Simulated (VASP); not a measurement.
**PbS: single point with PBE**

The system is PbS.

```
Pb S
1.0
     0.00000    2.96500    2.96500
     2.96500    0.00000    2.96500
     2.96500    2.96500    0.00000
Pb S
1 1
Cartesian
  0.0000 0.0000 0.0000
  2.9650 2.9650 3.4025
```

This cell differs from its parent crystal: all S atoms moved +0.438 Å, as atom 2 along Cartesian [0 0 1].

| Item | Value |
| --- | --- |
| Program | VASP 6.6.1 |
| Task | single point |
| Functional | PBE |
| Potentials or basis | VASP PAW PBE potentials, release 64 (Pb_d, S) |
| Cutoff | 520 eV |
| k mesh | 10 × 10 × 10 |
| Occupations | gaussian, width 0.03 eV |
| Spin | no spin polarisation |

```json
{
 "Pressure": "5.7 GPa",
 "Largest force": "1.278 eV/Å",
 "Band gap on the k mesh": "1.37 eV"
}
```

Forces in eV/Å, atoms in the order of the input:
```
Pb   0.000  0.000  1.278
S    0.000  0.000 -1.278
```

Stress tensor (GPa, compression positive):
```
 2.58  0.00  0.00
 0.00  2.58  0.00
 0.00  0.00 11.90
```

Levels at points of the mesh, in eV from the valence-band top:
| k point | band 7 | band 8 | band 9 | band 10 | band 11 | band 12 | band 13 | band 14 |
| --- | --- | --- | --- | --- | --- | --- | --- | --- |
| (0.00, 0.00, 0.00) | -5.42 | -2.04 | -1.64 | -1.64 | 4.63 | 4.63 | 5.96 | 7.12 |
| (0.50, 0.00, 0.00) | -8.29 | -1.91 | -1.50 | 0.00 | 1.37 | 2.56 | 3.25 | 8.66 |
| (0.50, 0.50, 0.00) | -7.70 | -3.82 | -3.07 | -3.07 | 4.31 | 6.22 | 6.22 | 6.35 |
| (0.00, 0.50, 0.50) | -6.74 | -4.79 | -2.92 | -2.83 | 3.11 | 5.97 | 6.74 | 7.24 |

Wall time 97 s on 1 thread of Intel Xeon 8259CL (shared host), peak memory 0.23 GiB.

Caveat: the cell differs from its parent crystal (all S atoms moved +0.438 Å, as atom 2 along Cartesian [0 0 1]); the stress differs along the axes, from 3 to 12 GPa; spin-orbit coupling is left out, which moves the levels of the heavy elements; forces of over 1 eV/Å act on the atoms, so gaps and moduli don't describe the material at rest. A k mesh can miss the band edges.
